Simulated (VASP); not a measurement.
A run of VASP 6.6.1 is set up as follows.

The input INCAR:

```
PREC = Accurate ; ENCUT = 520
EDIFF = 1E-6 ; ISMEAR = -1
SIGMA = 0.05 ; LREAL = F
LASPH = T ; NELM = 60
ALGO = Normal ; ISIF = 2
LWAVE = F ; LCHARG = T
GGA = PS ; LELF = T
LVHAR = T ; NBANDS = 53
```

KPOINTS

```
Automatic mesh
0
Gamma
  2 4 4
```

File POSCAR:

```
SrAuI3
1.0
    9.0496022881     -0.0254858605     -0.0110733368
    0.0168080392      7.1637854331      1.9041474735
    0.0175624221      1.8867760389      6.6047101422
Sr Au I
2 2 6
Direct
    0.0013128877      0.2462465684      0.1893969944
    0.5011931963      0.2462608385      0.1893800711
    0.2514199610      0.4581191667      0.3946849375
    0.7514408955      0.4581777949      0.3945212059
    0.0010805607      0.2821495410      0.6559130847
    0.2509965345     -0.0973348994      0.3112902668
    0.2515904062      0.6062357929     -0.0522059253
    0.5012113426      0.2821515015      0.6559142354
    0.7509983435     -0.0971972224      0.3113026997
    0.7515913780      0.6058129554     -0.0523779325
```

Potentials or basis: VASP PAW PBE potentials, release 64 (Sr_sv, Au, I).

The run is started by

```console
$ cat potpaw_PBE.64/Sr_sv/POTCAR potpaw_PBE.64/Au/POTCAR potpaw_PBE.64/I/POTCAR > POTCAR
$ mpirun -np 1 vasp_std > vasp.out
```

Task: What does it give for the band gap on the k mesh?

Result: 1.68 eV.

Task: What does it give for the largest force?

Result: 0.025 eV/Å.

Task: Estimate the pressure.

Result: 0.1 GPa.

Forces on the atoms (eV/Å):
```
Sr   0.000  0.001  0.000
Sr   0.000  0.001  0.000
Au   0.000  0.002 -0.001
Au   0.000  0.005 -0.006
I    0.002  0.002  0.005
I    0.000 -0.021  0.003
I    0.000  0.013 -0.006
I   -0.002  0.002  0.005
I    0.000 -0.025  0.001
I    0.000  0.018 -0.001
```

Caveat: the PAW data sets were made with another functional, which shifts forces and pressure a little; spin-orbit coupling is left out, which moves the levels of the heavy elements. A k mesh can miss the band edges.
